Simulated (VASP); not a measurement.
A run of VASP 6.6.1:

Contents of INCAR:

```
  PREC = Accurate
  ENCUT = 520
  EDIFF = 1E-6
  ISMEAR = 0
  SIGMA = 0.05
  LREAL = False
  LASPH = True
  NELM = 60
  ALGO = Normal
  ISIF = 2
  LWAVE = False
  LCHARG = True
  GGA = PE
  LELF = True
  LVHAR = True
  NBANDS = 12
```

KPOINTS

```
Automatic mesh
0
Gamma
  10 10 10
```

Contents of POSCAR:

```
LiF
1.0
    0.0000000000      2.0140000000      2.0140000000
    2.3161000000      0.0000000000      2.0140000000
    2.3161000000      2.0140000000      0.0000000000
Li F
1 1
Direct
    0.0000000000      0.0000000000      0.0000000000
    0.5000000000      0.5000000000      0.5000000000
```

Potentials or basis: VASP PAW PBE potentials, release 64 (Li_sv, F).

Command:

```bash
$ cat potpaw_PBE.64/Li_sv/POTCAR potpaw_PBE.64/F/POTCAR > POTCAR
$ mpirun -np 1 vasp_std > vasp.out
```

Hardware: 1 thread of Intel(R) Xeon(R) Platinum 8488C (Sapphire Rapids), on a shared host.

Estimate the wall time of this run.

It took 15 s on 1 thread of Intel(R) Xeon(R) Platinum 8488C (Sapphire Rapids) (shared host), peak memory 0.14 GiB. Counts: scf iterations 12, k points 102.
